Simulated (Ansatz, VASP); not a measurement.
## One calculation of OsPd4, two programs

```
Pd Os
1.0
     4.52128    0.00000    0.00000
    -2.26064    3.91554    0.00000
     0.00000    0.00000    5.22683
Pd Os
4 1
Direct
  0.33333 0.66667 0.00000
  0.66667 0.33333 0.00000
  0.33333 0.66667 0.50000
  0.66667 0.33333 0.50000
  0.00000 0.00000 0.50000
```

Alike in both runs: task single point; functional PBE; k mesh 6 × 6 × 4; occupations gaussian, width 0.1 eV; collinear spin.

```csv
,VASP,Ansatz
version,VASP 6.6.1,Ansatz 0.2.0
potentials or method,"VASP PAW PBE potentials, release 64 (Pd, Os), cutoff 600 eV","scalar-relativistic, plane waves, PAW"
valence electrons in the cell,48,88
```

VASP gave:

| Quantity | Value |
| --- | --- |
| gap on the k mesh at the Fermi level (eV) | none |
| pressure (GPa) | 1.0 |
| traceless stress, the component that is largest in VASP (GPa) | -0.72 |
| net moment per atom (μB) | 0.52 |
| size of the moment on the site where the two differ most (μB) | 1.83 |

Estimate Ansatz's values.

gap on the k mesh at the Fermi level (eV): none; pressure (GPa): 1.4; traceless stress, the component that is largest in VASP (GPa): -0.76; net moment per atom (μB): 0.52; size of the moment on the site where the two differ most (μB): 1.58.

Site moments also hang on the region over which each program counts them. A gap of «none» marks a metal or a gap that the smearing closes. With one functional, cell and mesh, what is left measures potentials, basis and numerics. VASP's potentials hold 48 valence electrons a cell and Ansatz's 88, so a difference there can come from the potentials and not from the codes.

Spin-orbit coupling is off throughout.
